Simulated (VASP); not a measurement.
Crystal: NiO.

```
Ni O
1.0
     0.00000    2.08590    2.08590
     2.08590    0.00000    2.08590
     2.08590    2.08590    0.00000
Ni O
1 1
Direct
  0.00000 0.00000 0.00000
  0.50000 0.50000 0.50000
```

* Program: VASP 6.6.1
* Task: relaxation of cell and atoms
* Functional: revPBE
* Dispersion: D3(BJ)
* Potentials or basis: VASP PAW PBE potentials, release 64 (Ni, O)
* Cutoff: 600 eV
* k mesh: 11 × 11 × 11
* Occupations: fermi-dirac, width 0.05 eV
* Spin: collinear spin, ferromagnetic start
* Starting moments: [1.0, 0.0] μB

At the start: pressure 4.2 GPa; volume 9.08 Å³/atom.

Q: How do energy, volume and symmetry change on relaxing?

A: Over 9 steps the energy falls by 2.0 meV/atom and the volume is 9.24 Å³/atom (+1.8 %); space group Fm-3m (No. 225, to 0.1 Å) before and after; moment 1.81 μB per cell.

The path:
```
step  energy change (eV)  largest force (eV/Å)  pressure (GPa)  volume (Å³)
   1              0.0000                0.0000            4.21        18.15
   2             -0.0007                0.0000           -3.50        18.78
   3             -0.0041                0.0000            0.11        18.48
   4             -0.0041                0.0000           -0.17        18.49
   5             -0.0041                0.0000            0.17        18.46
   6             -0.0041                0.0000           -0.15        18.48
   7             -0.0041                0.0000            0.14        18.47
   8             -0.0041                0.0000            0.13        18.47
   9             -0.0041                0.0000            0.06        18.48
```

Final structure:
```cif
data_structure
_symmetry_space_group_name_H-M 'P 1'
_symmetry_Int_Tables_number 1
_cell_length_a 2.9674
_cell_length_b 2.9674
_cell_length_c 2.9674
_cell_angle_alpha 60.000
_cell_angle_beta 60.000
_cell_angle_gamma 60.000
_cell_volume 18.48
loop_
_atom_site_label
_atom_site_type_symbol
_atom_site_fract_x
_atom_site_fract_y
_atom_site_fract_z
_atom_site_occupancy
Ni1 Ni 0.00000 0.00000 0.00000 1
O1 O 0.50000 0.50000 0.50000 1
```

Caveat: the PAW data sets were made with another functional, which shifts forces and pressure a little; a cell with one magnetic atom can't hold antiferromagnetic order, which such compounds often take.
